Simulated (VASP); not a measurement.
Here is a VASP 6.6.1 calculation.

File INCAR:

```
SYSTEM = Rb2InAgF6
PREC = Accurate
ENCUT = 520
EDIFF = 1E-6
ISMEAR = 0
SIGMA = 0.01
LREAL = .False.
LASPH = .True.
NELM = 100
ALGO = Normal
ISIF = 2
LWAVE = .False.
LCHARG = .False.
NBANDS = 53
```

KPOINTS

```
regular mesh
0
Gamma
  4 4 4
  0 0 0
```

POSCAR

```
Rb2InAgF6
1.0
    0.0000000000      4.5535100000      4.5535100000
    4.5535100000      0.0000000000      4.5535100000
    4.5535100000      4.5535100000      0.0000000000
Rb In Ag F
2 1 1 6
Direct
    0.2500000000      0.2500000000      0.2500000000
    0.7500000000      0.7500000000      0.7500000000
    0.0000000000      0.0000000000      0.0000000000
    0.5000000000      0.5000000000      0.5000000000
    0.2316290000      0.2316290000      0.7683710000
    0.2316290000      0.7683710000      0.7683710000
    0.7683710000      0.7683710000      0.2316290000
    0.2316290000      0.7683710000      0.2316290000
    0.7683710000      0.2316290000      0.7683710000
    0.7683710000      0.2316290000      0.2316290000
```

Potentials or basis: VASP PAW LDA potentials, release 64 (Rb_sv, In_d, Ag, F).

Run with:

```sh
$ cat potpaw_LDA.64/Rb_sv/POTCAR potpaw_LDA.64/In_d/POTCAR potpaw_LDA.64/Ag/POTCAR potpaw_LDA.64/F/POTCAR > POTCAR
$ mpirun -np 1 vasp_std > vasp.out
```

(1) What does it give for the largest force?

(2) Estimate the band gap on the k mesh.

(3) What does it give for the pressure?

Results:

(1) 0.163 eV/Å.

(2) 1.56 eV, indirect (the least direct gap lies 1.8 meV higher).

(3) -6.1 GPa.

Caveat: spin-orbit coupling is left out, which moves the levels of the heavy elements.
